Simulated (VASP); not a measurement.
# ZnSe (F-43m) in VASP: notebook

The runs below take ZnSe through relaxation of cell and atoms, with r2SCAN.

Everything below comes from runs of VASP 6.6.1. Logs are shortened: lines on timing, memory, paths and dates and some standing lists are left out, and cuts for length are marked.

**1. The cell of the first run**

The structure is cubic, space group F-43m (No. 216). Conventional cell: a = 5.666 Å, b = 5.666 Å, c = 5.666 Å, α = 90.00°, β = 90.00°, γ = 90.00°. Zn (site symmetry -43m) has 4 Se at 2.45 Å within 3.2 Å. Within 3.2 Å of Se (site symmetry -43m) lie 4 Zn at 2.45 Å.

**2. Relaxation of cell and atoms, r2SCAN, target pressure 10 GPa, at which the enthalpy is minimised**

File POSCAR:

```
ZnSe
1.0
    0.0000000000      2.8329303775      2.8329303775
    2.8329303775      0.0000000000      2.8329303775
    2.8329303775      2.8329303775      0.0000000000
Zn Se
1 1
Direct
    0.0000000000      0.0000000000      0.0000000000
    0.7500000000      0.7500000000      0.7500000000
```

File INCAR.step1:

```
SYSTEM = ZnSe
PREC = Accurate ; ENCUT = 600
ISMEAR = 0 ; SIGMA = 0.01
LREAL = .False. ; LASPH = .True.
NELM = 80 ; GGA = PE
ALGO = Normal ; EDIFF = 1E-4
LWAVE = .True. ; LCHARG = .False.
```

File INCAR.step2:

```
SYSTEM = ZnSe
PREC = Accurate ; ENCUT = 600
EDIFF = 1E-7 ; ISMEAR = 0
SIGMA = 0.01 ; LREAL = .False.
LASPH = .True. ; NELM = 80
ALGO = Normal ; ISIF = 3
LWAVE = .False. ; LCHARG = .False.
METAGGA = R2SCAN ; LMIXTAU = .True.
IBRION = 2 ; NSW = 100
EDIFFG = -0.002 ; PSTRESS = 100.0
ISTART = 1
```

File KPOINTS:

```
Automatic mesh
0
Gamma
  8 8 8
  0 0 0
```

Potentials or basis: VASP PAW PBE potentials, release 64 (Zn, Se).

On the command line:

```bash
> cat potpaw_PBE.64/Zn/POTCAR potpaw_PBE.64/Se/POTCAR > POTCAR
> cp INCAR.step1 INCAR
> mpirun -np 1 vasp_std > vasp.out
> cp INCAR.step2 INCAR
> mpirun -np 1 vasp_std > vasp.out
```

OUTCAR:

```text
SYSTEM = ZnSe
   PREC = Accurate
   ENCUT = 600
   EDIFF = 1E-7
   ISMEAR = 0
   LREAL = .False.
   LASPH = .True.
   NELM = 80
   ISIF = 3
   METAGGA = R2SCAN
   IBRION = 2
   NSW = 100
   EDIFFG = -0.002
   PSTRESS = 100.0
   ISTART = 1

 ion  position               nearest neighbor table
   1  0.000  0.000  0.000-   2 2.45   2 2.45   2 2.45   2 2.45
   2  0.750  0.750  0.750-   1 2.45   1 2.45   1 2.45   1 2.45

  LATTYP: Found a face centered cubic cell.
 ALAT       =     5.6658607550

  Lattice vectors:

 A1 = (   0.0000000000,   2.8329303775,   2.8329303775)
 A2 = (   2.8329303775,   0.0000000000,   2.8329303775)
 A3 = (   2.8329303775,   2.8329303775,   0.0000000000)

Analysis of symmetry for initial positions (statically):
[... 5 lines left out ...]
 face centered cubic supercell.

 Subroutine GETGRP returns: Found 24 space group operations
 (whereof 24 operations were pure point group operations)
 out of a pool of 48 trial point group operations.

The static configuration has the point symmetry T_d .

Analysis of symmetry for dynamics (positions and initial velocities):
[... 5 lines left out ...]
 face centered cubic supercell.

 Subroutine GETGRP returns: Found 24 space group operations
 (whereof 24 operations were pure point group operations)
 out of a pool of 48 trial point group operations.

The dynamic configuration has the point symmetry T_d .

 Subroutine INISYM returns: Found 24 space group operations
 (whereof 24 operations are pure point group operations),
 and found     1 'primitive' translations

----------------------------------------------------------------------------------------

                                     Primitive cell

  volume of cell :      45.4713

  direct lattice vectors                    reciprocal lattice vectors
     0.000000000  2.832930377  2.832930377    -0.176495689  0.176495689  0.176495689
     2.832930377  0.000000000  2.832930377     0.176495689 -0.176495689  0.176495689
     2.832930377  2.832930377  0.000000000     0.176495689  0.176495689 -0.176495689

  length of vectors
     4.006368561  4.006368561  4.006368561     0.305699501  0.305699501  0.305699501

  position of ions in fractional coordinates (direct lattice)
     0.000000000  0.000000000  0.000000000
     0.750000000  0.750000000  0.750000000

  ion indices of the primitive-cell ions
   primitive index   ion index
                 1           1
                 2           2

----------------------------------------------------------------------------------------

 KPOINTS: Automatic mesh

Automatic generation of k-mesh.
 Grid dimensions read from file:
 generate k-points for:    8    8    8

 Generating k-lattice:

  Cartesian coordinates                     Fractional coordinates (reciprocal lattice)
    -0.022061961  0.022061961  0.022061961     0.125000000  0.000000000  0.000000000
[... 52 lines left out ...]
   ICHARG =      0    charge: 1-file 2-atom 10-const
   ISPIN  =      1    spin polarized calculation?
   LNONCOLLINEAR =      F non collinear calculations
   LSORBIT =      F    spin-orbit coupling
   LASPH  =      T    aspherical Exc in radial PAW
   ENCUT  =  600.0 eV  44.10 Ry    6.64 a.u.   8.00  8.00  8.00*2*pi/ulx,y,z
   NELM   =     80;   NELMIN=  2; NELMDL=  0     # of ELM steps
   EDIFF  = 0.1E-06   stopping-criterion for ELM
   LREAL  =      F    real-space projection
   EDIFFG = -.2E-02   stopping-criterion for IOM
   NSW    =    100    number of steps for IOM
   IBRION =      2    ionic relax: 0-MD 1-quasi-New 2-CG
   NFREE  =      1    steps in history (QN), initial steepest desc. (CG)
   ISIF   =      3    stress and relaxation
   ISYM   =      2    0-nonsym 1-usesym 2-fastsym
   POTIM  = 0.5000    time-step for ionic-motion
   TEBEG  =    0.0;   TEEND  =   0.0 temperature during run
   PSTRESS=  100.0 pullay stress
   NELECT =      18.0000    total number of electrons
   NUPDOWN=      -1.0000    fix difference up-down
   EMIN   =  10.00;   EMAX   =-10.00  energy-range for DOS
   EFERMI =   0.00;   METHOD = LEGACY
   ISMEAR =     0;   SIGMA  =   0.01  broadening in eV -4-tet -1-fermi 0-gaus
   EFERMI_NEDOS =   21; number of points for ismear=-14 and -15
   IALGO  =     38    algorithm
   IMIX   =      4    mixing-type and parameters
     AMIX     =   0.40;   BMIX     =  1.00
     AMIX_MAG =   1.60;   BMIX_MAG =  1.00
  volume/ion in A,a.u.               =      22.74       153.43
  Fermi-wavevector in a.u.,A,eV,Ry     =   1.202042  2.271531 19.659137  1.444906
  Thomas-Fermi vector in A             =   2.337835
   LORBIT       =      0    0 simple, 1 ext, 2 COOP (PROOUT), +10 PAW based schemes
   METAGGA = R2SCAN    functional components
   LHFCALC =     F    Hartree Fock is set to
   AEXX    =    0.0000 exact exchange contribution
   IVDW    =     0    specifies the selected vdW correction
   LEPSILON=     F    determine dielectric tensor
   LRPA    =     F    only Hartree local field effects (RPA)
 conjugate gradient relaxation of ions
 non-spin polarized calculation
 Gauss-broadening in eV      SIGMA  =   0.01
  energy-cutoff  :      600.00
  volume of cell :       45.47
 maximum number of plane-waves:      1540
   NGX = 17   NGY = 17   NGZ = 17

--------------------------------------- Ionic step        1  -------------------------------------------

 number of electron      17.9999990 magnetization

 Free energy of the ion-electron system (eV)
  ---------------------------------------------------
  ext. energy  EPLUGINS =         0.00000000
  ---------------------------------------------------
  free energy    TOTEN  =       -24.91071476 eV

  energy without entropy =      -24.91071476  energy(sigma->0) =      -24.91071476

 E-fermi :   1.3581     XC(G=0):  -9.9242

 val. band max:        1.3059637225   @ k =   0.0000   0.0000   0.0000
 cond. band min:       3.1773558848   @ k =   0.0000   0.0000   0.0000
 fundamental gap:      1.8713921623
 Fermi energy:         1.3580980263

 k-point     1 :       0.0000    0.0000    0.0000
  band No.  band energies     occupation
      1     -12.4134      2.00000
      2      -5.3923      2.00000
      3      -5.3923      2.00000
      4      -5.3923      2.00000
      5      -4.9836      2.00000
      6      -4.9836      2.00000
      7       1.3059      2.00000
      8       1.3060      2.00000
      9       1.3060      2.00000
     10       3.1774      0.00000
     11       7.6213      0.00000
     12       7.6215      0.00000
     13       7.6215      0.00000
[... 595 lines left out ...]
--------------------------------------- Ionic step        7  -------------------------------------------

 number of electron      18.0000009 magnetization

 Free energy of the ion-electron system (eV)
  ---------------------------------------------------
  ext. energy  EPLUGINS =         0.00000000
  ---------------------------------------------------
  free energy    TOTEN  =       -24.77165089 eV

  energy without entropy =      -24.77165089  energy(sigma->0) =      -24.77165089

 E-fermi :   2.5022     XC(G=0): -10.5096

 val. band max:        2.3926001994   @ k =   0.0000   0.0000   0.0000
 cond. band min:       4.7950404585   @ k =   0.0000   0.0000   0.0000
 fundamental gap:      2.4024402591
 Fermi energy:         2.5021853123

 k-point     1 :       0.0000    0.0000    0.0000
  band No.  band energies     occupation
      1     -12.1851      2.00000
      2      -4.8075      2.00000
      3      -4.8074      2.00000
      4      -4.8074      2.00000
      5      -4.2745      2.00000
      6      -4.2745      2.00000
      7       2.3926      2.00000
      8       2.3926      2.00000
      9       2.3926      2.00000
     10       4.7950      0.00000
     11       8.6349      0.00000
     12       8.6350      0.00000
     13       8.6350      0.00000
[... 401 lines left out ...]
  energy  without entropy=      -24.7716508898  energy(sigma->0) =      -24.77165089

  enthalpy is  TOTEN    =       -22.2465981630 eV   P V=        2.5250527268

 reached required accuracy - stopping structural energy minimisation
```

OUTCAR.step1:

```text
SYSTEM = ZnSe
   PREC = Accurate
   ENCUT = 600
   ISMEAR = 0
   LREAL = .False.
   LASPH = .True.
[... 605 lines left out ...]
      0.00000      0.00000      0.00000         0.000000     -0.000000     -0.000000
      4.24940      4.24940      4.24940        -0.000000      0.000000      0.000000
 -----------------------------------------------------------------------------------
    total drift:                               -0.000000     -0.000000     -0.000000

  FREE ENERGIE OF THE ION-ELECTRON SYSTEM (eV)
  ---------------------------------------------------
  free  energy   TOTEN  =        -6.0192480862 eV

  energy  without entropy=       -6.0192480862  energy(sigma->0) =       -6.01924809
```

OSZICAR.step1:

```text
N       E                     dE             d eps       ncg     rms          rms(c)
DAV:   1     0.947758082039E+02    0.94776E+02   -0.99439E+03   754   0.177E+03
DAV:   2     0.149977894333E+00   -0.94626E+02   -0.89756E+02   814   0.295E+02
DAV:   3    -0.623661941902E+01   -0.63866E+01   -0.63529E+01   914   0.746E+01
DAV:   4    -0.630726438940E+01   -0.70645E-01   -0.70621E-01   844   0.841E+00
DAV:   5    -0.630763348593E+01   -0.36910E-03   -0.36909E-03   894   0.580E-01    0.476E+00
DAV:   6    -0.603645764201E+01    0.27118E+00   -0.69464E-01  1084   0.295E+01    0.364E+00
DAV:   7    -0.601890480332E+01    0.17553E-01   -0.19415E-01   814   0.446E+00    0.153E+00
DAV:   8    -0.601891622566E+01   -0.11422E-04   -0.43617E-03   938   0.678E-01    0.469E-01
DAV:   9    -0.601916217281E+01   -0.24595E-03   -0.11146E-03   839   0.305E-01    0.689E-02
DAV:  10    -0.601924808618E+01   -0.85913E-04   -0.14119E-04   770   0.124E-01
   1 F= -.60192481E+01 E0= -.60192481E+01  d E =-.303977E-44
```

It took 2.9 min on 1 thread of Intel Xeon 6975P-C (Granite Rapids), shared host; peak memory 0.21 GiB.

What came out:

```yaml
Free_energy: -24.7717 eV
Relaxed_volume: 20.23 Å³/atom
Relaxed_cell: a = 3.853 Å, b = 3.853 Å, c = 3.853 Å, α = 60.00°, β = 60.00°, γ = 60.00°
Space_group_after_relaxing_to_0.05_Å: F-43m (No. 216)
Energy_change_on_relaxing_the_enthalpy_is_what_falls: +69.5 meV/atom
Ionic_steps: 7
Pressure_after_relaxing: 10.0 GPa
Band_gap_on_the_k_mesh: 2.40 eV, direct
```

Step by step:
| step | energy change (eV) | largest force (eV/Å) | pressure (GPa) | volume (Å³) |
| --- | --- | --- | --- | --- |
| 1 | 0.0000 | 0.0000 | 0.04 | 45.47 |
| 2 | 0.4970 | 0.0000 | 22.36 | 36.79 |
| 3 | 0.1376 | 0.0000 | 9.93 | 40.48 |
| 4 | 0.1436 | 0.0000 | 10.20 | 40.38 |
| 5 | 0.1353 | 0.0000 | 9.83 | 40.52 |
| 6 | 0.1411 | 0.0000 | 10.09 | 40.42 |
| 7 | 0.1391 | 0.0000 | 10.00 | 40.46 |

Final structure:
```yaml
crystal:
  lattice:
    - [0.00000, 2.72469, 2.72469]
    - [2.72469, 0.00000, 2.72469]
    - [2.72469, 2.72469, 0.00000]
  atoms:
    - { symbol: Zn, position: [0.00000, 0.00000, 0.00000] }
    - { symbol: Se, position: [0.75000, 0.75000, 0.75000] }
```

Levels at points of the mesh, in eV from the valence-band top:
| k point | band 5 | band 6 | band 7 | band 8 | band 9 | band 10 | band 11 | band 12 | band 13 |
| --- | --- | --- | --- | --- | --- | --- | --- | --- | --- |
| (0.00, 0.00, 0.00) | -6.67 | -6.67 | 0.00 | 0.00 | 0.00 | 2.40 | 6.24 | 6.24 | 6.24 |
| (0.50, 0.00, 0.00) | -6.64 | -6.47 | -6.15 | -1.08 | -1.08 | 3.27 | 6.81 | 6.81 | 9.36 |
| (0.50, 0.50, 0.00) | -6.60 | -6.44 | -5.34 | -2.70 | -2.70 | 3.05 | 3.82 | 12.52 | 12.93 |

Caveat: the cell is relaxed towards a set pressure, so the enthalpy falls and the energy may rise; the PAW data sets were made with another functional, which shifts forces and pressure a little. r2SCAN opens gaps a little over a GGA but as a rule still falls short of measured ones.

**3. Relaxation of cell and atoms, r2SCAN, target pressure 15 GPa, at which the enthalpy is minimised**

POSCAR is that of step 2.

File INCAR.step1:

```
  ALGO = Normal
  EDIFF = 1E-4
  ENCUT = 600
  GGA = PE
  ISMEAR = 0
  LASPH = True
  LCHARG = False
  LREAL = False
  LWAVE = True
  NELM = 60
  PREC = Accurate
  SIGMA = 0.01
```

File INCAR.step2:

```
  ALGO = Normal
  EDIFF = 1E-7
  EDIFFG = -0.002
  ENCUT = 600
  IBRION = 2
  ISIF = 3
  ISMEAR = 0
  ISTART = 1
  LASPH = True
  LCHARG = False
  LMIXTAU = True
  LREAL = False
  LWAVE = False
  METAGGA = R2SCAN
  NELM = 60
  NSW = 100
  PREC = Accurate
  PSTRESS = 150.0
  SIGMA = 0.01
```

File KPOINTS:

```
k-points
0
Gamma
  8 8 8
```

Potentials or basis: VASP PAW PBE potentials, release 64 (Zn, Se).

On the command line:

```bash
> cat potpaw_PBE.64/Zn/POTCAR potpaw_PBE.64/Se/POTCAR > POTCAR
> cp INCAR.step1 INCAR
> mpirun -np 1 vasp_std > vasp.out
> cp INCAR.step2 INCAR
> mpirun -np 1 vasp_std > vasp.out
```

Run time: 3.3 min. Hardware: 1 thread of Intel Xeon 6975P-C (Granite Rapids), shared host; peak memory 0.22 GiB.

The run converged. Its results:

```yaml
Free_energy: -24.6414 eV
Relaxed_volume: 19.38 Å³/atom
Relaxed_cell: a = 3.799 Å, b = 3.799 Å, c = 3.799 Å, α = 60.00°, β = 60.00°, γ = 60.00°
Space_group_after_relaxing_to_0.05_Å: F-43m (No. 216)
Energy_change_on_relaxing_the_enthalpy_is_what_falls: +134.7 meV/atom
Ionic_steps: 8
Pressure_after_relaxing: 15.0 GPa
Band_gap_on_the_k_mesh: 2.61 eV, direct
```

The path:
| step | energy change (eV) | largest force (eV/Å) | pressure (GPa) | volume (Å³) |
| --- | --- | --- | --- | --- |
| 1 | 0.0000 | 0.0000 | 0.04 | 45.47 |
| 2 | 1.2833 | 0.0000 | 44.06 | 32.88 |
| 3 | 0.2535 | 0.0000 | 14.43 | 38.94 |
| 4 | 0.2666 | 0.0000 | 14.91 | 38.79 |
| 5 | 0.2785 | 0.0000 | 15.33 | 38.67 |
| 6 | 0.2597 | 0.0000 | 14.65 | 38.87 |
| 7 | 0.2716 | 0.0000 | 15.08 | 38.74 |
| 8 | 0.2694 | 0.0000 | 15.00 | 38.77 |

Final structure:
```
CELL_PARAMETERS angstrom
0.00000 2.68620 2.68620
2.68620 0.00000 2.68620
2.68620 2.68620 0.00000
ATOMIC_POSITIONS crystal
Zn 0.00000 0.00000 0.00000
Se 0.75000 0.75000 0.75000
```

Levels at points of the mesh, in eV from the valence-band top:
```
           k point  band 6  band 7  band 8  band 9  band 10  band 11  band 12  band 13
(0.00, 0.00, 0.00)   -6.84    0.00    0.00    0.00     2.61     6.20     6.20     6.20
(0.50, 0.00, 0.00)   -6.64   -6.47   -1.15   -1.15     3.34     6.77     6.77     9.44
(0.50, 0.50, 0.00)   -6.60   -5.55   -2.90   -2.90     2.93     3.77    12.92    13.25
```

Caveat: the cell is relaxed towards a set pressure, so the enthalpy falls and the energy may rise; the PAW data sets were made with another functional, which shifts forces and pressure a little. r2SCAN opens gaps a little over a GGA but as a rule still falls short of measured ones.
